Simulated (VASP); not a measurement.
Ge, 64 atoms in the cell. The structure is cubic, space group Fd-3m (No. 227). Conventional cell: a = 5.676 Å, b = 5.676 Å, c = 5.676 Å, α = 90.00°, β = 90.00°, γ = 90.00°. Ge (site symmetry -43m) has 4 Ge at 2.46 Å within 3.2 Å. 

```yaml
Program: VASP 6.6.1
Task: single point
Functional: r2SCAN
Potentials_or_basis: VASP PAW PBE potentials, release 64 (Ge_d)
Cutoff: 520 eV
k_mesh: 1 × 1 × 1
Occupations: fermi-dirac, width 0.05 eV
Spin: no spin polarisation
Dipole_correction: no
Further_INCAR_settings: LREAL = Auto; ALGO = Normal; EDIFF = 1e-06; NBANDS = 486
```

Potentials or basis: VASP PAW PBE potentials, release 64 (Ge_d).

Run with:

```bash
$ cat potpaw_PBE.64/Ge_d/POTCAR > POTCAR
$ cp INCAR.step1 INCAR
$ mpirun -np 1 vasp_gam > vasp.out
$ cp INCAR.step2 INCAR
$ mpirun -np 1 vasp_gam > vasp.out
```

Hardware: 1 × NVIDIA H100 80GB with 1 thread of Intel(R) Xeon(R) Platinum 8481C CPU @ 2.70GHz (Sapphire Rapids), on a shared host.

Question: Estimate the wall time of this run.

Answer: Run time: 8.1 min on 1 × NVIDIA H100 80GB with 1 thread of Intel(R) Xeon(R) Platinum 8481C CPU @ 2.70GHz (Sapphire Rapids), with other jobs on the host, peak memory 1.9 GiB. Counts: k points 1.
